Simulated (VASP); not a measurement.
Runs of VASP 6.6.1 on ZnO. The structure is that of space group P6_3/mmc (No. 194), or close to it. The cells are those of the table. 

```tsv
cell	gap on the mesh (eV)	pressure (GPa)
a = 3.239, b = 3.239, c = 7.023 Å, angles 90.0, 90.0, 120.0°, 4 atoms	0.82	2.8
a = 3.189, b = 3.189, c = 7.344 Å, angles 90.0, 90.0, 120.0°, 4 atoms	0.87	7.8
a = 3.288, b = 3.288, c = 6.917 Å, angles 90.0, 90.0, 120.0°, 4 atoms	0.79	-1.6
a = 3.189, b = 3.189, c = 7.130 Å, angles 90.0, 90.0, 120.0°, 4 atoms	(a)	8.0
a = 3.288, b = 3.288, c = 7.023 Å, angles 90.0, 90.0, 120.0°, 4 atoms	0.81	-1.5
a = 3.189, b = 3.189, c = 7.023 Å, angles 90.0, 90.0, 120.0°, 4 atoms	(b)	8.1
a = 3.239, b = 3.239, c = 6.917 Å, angles 90.0, 90.0, 120.0°, 4 atoms	0.81	2.9
a = 3.239, b = 3.239, c = 7.237 Å, angles 90.0, 90.0, 120.0°, 4 atoms	0.86	2.8
```

Alike in all rows: task single point; level PBE+D3(BJ); potentials or basis VASP PAW PBE potentials, release 64 (Zn, O); no spin polarisation; k mesh 9 × 9 × 4; cutoff (eV) 520; smearing gaussian 0.05 eV.

**Question.** Estimate the missing entries.

**Answer.** (a) 0.84; (b) 0.83.

Caveats: the stress differs along the axes, from -2 to 5 GPa (at least some runs); the stress differs along the axes, from -2 to 13 GPa (at least some runs); semilocal functionals underestimate gaps, and a narrow one can read as zero (at least some runs).

A k mesh can miss the band edges.
